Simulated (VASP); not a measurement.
Set up this calculation in VASP 6.6.1, as the native input.

- Task: single point
- Functional: PBEsol
- Potentials or basis: VASP PAW PBE potentials, release 64 (Al, Cu)
- Cutoff: 520 eV
- k mesh: 10 × 10 × 10
- Occupations: gaussian, width 0.15 eV
- Spin: no spin polarisation
- Dipole correction: no
- Further INCAR settings: ALGO = Fast; EDIFF = 1e-06; NBANDS = 26

The structure of Al2Cu lies in POSCAR:

```
Al2Cu
1.0
   -3.0564500000      3.0564500000      2.3896500000
    3.0564500000     -3.0564500000      2.3896500000
    3.0564500000      3.0564500000     -2.3896500000
Al Cu
4 2
Direct
    0.1593210787      0.6593210787      0.8186421574
    0.6593210787      0.8406789213      0.5000000000
    0.8406789213      0.3406789213      0.1813578426
    0.3406789213      0.1593210787      0.5000000000
    0.7500000000      0.7500000000      0.0000000000
    0.2500000000      0.2500000000      0.0000000000
```

The input as run:

INCAR

```
  PREC = Accurate
  ENCUT = 520
  EDIFF = 1E-6
  ISMEAR = 0
  SIGMA = 0.15
  LREAL = F
  LASPH = T
  NELM = 60
  ALGO = Fast
  ISIF = 2
  LWAVE = F
  LCHARG = F
  GGA = PS
  NBANDS = 26
```

KPOINTS

```
regular mesh
0
Gamma
  10 10 10
```

Potentials or basis: VASP PAW PBE potentials, release 64 (Al, Cu).

Command:

```sh
$ cat potpaw_PBE.64/Al/POTCAR potpaw_PBE.64/Cu/POTCAR > POTCAR
$ mpirun -np 1 vasp_std > vasp.out
```

Results of the run:

```
Pressure               : -2.7 GPa
Largest force          : 0.062 eV/Å
Band gap on the k mesh : zero (bands 17 and 18 overlap by 4.62 eV)
```

Caveat: the PAW data sets were made with another functional, which shifts forces and pressure a little.

It took 3.2 min on 1 thread of Intel(R) Xeon(R) 6975P-C (Granite Rapids), on a shared host, peak memory 0.37 GiB.
